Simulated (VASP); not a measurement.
Set up this calculation in VASP 6.6.1, as the native input.

* Task: relaxation of cell and atoms
* Functional: LDA
* Potentials or basis: VASP PAW LDA potentials, release 64 (Ba_sv, Te)
* Cutoff: 600 eV
* k mesh: 6 × 6 × 6
* Occupations: fermi-dirac, width 0.02 eV
* Spin: no spin polarisation
* Dipole correction: no
* Further INCAR settings: ALGO = Normal; EDIFF = 1e-06; IBRION = 2; EDIFFG = -0.005; NSW = 80; ISIF = 3

The structure of BaTe lies in POSCAR:

```
BaTe
1.0
    0.0000000000      3.9141586740      3.9141586740
    3.9141586740      0.0000000000      3.9141586740
    3.9141586740      3.9141586740      0.0000000000
Ba Te
1 1
Direct
    0.0000000000      0.0000000000      0.0000000000
    0.2500000000      0.2500000000      0.2500000000
```

These files were run (other wordings do the same):

INCAR

```
SYSTEM = BaTe
PREC = Accurate ; ENCUT = 600
EDIFF = 1E-6 ; ISMEAR = -1
SIGMA = 0.02 ; LREAL = .False.
LASPH = .True. ; NELM = 100
ALGO = Normal ; ISIF = 3
LWAVE = .False. ; LCHARG = .False.
GGA = CA ; IBRION = 2
NSW = 80 ; EDIFFG = -0.005
```

KPOINTS

```
Automatic mesh
0
Gamma
  6 6 6
  0 0 0
```

Potentials or basis: VASP PAW LDA potentials, release 64 (Ba_sv, Te).

Run with:

```bash
$ cat potpaw_LDA.64/Ba_sv/POTCAR potpaw_LDA.64/Te/POTCAR > POTCAR
$ mpirun -np 1 vasp_std > vasp.out
```

Results of the run:

```yaml
Relaxed_volume: 56.02 Å³/atom
Relaxed_cell: a = 5.411 Å, b = 5.411 Å, c = 5.411 Å, α = 60.00°, β = 60.00°, γ = 60.00°
Space_group_after_relaxing_to_0.1_Å: F-43m (No. 216)
Energy_gained_by_relaxing: 16.8 meV/atom
Ionic_steps: 3
Pressure_after_relaxing: 0.0 GPa
Band_gap_on_the_k_mesh: 2.40 eV (least direct gap 2.71 eV)
```

Caveat: spin-orbit coupling is left out, which moves the levels of the heavy elements.

Wall time 29 s on 1 thread of Intel(R) Xeon(R) 6975P-C (Granite Rapids) (shared host), peak memory 0.27 GiB.
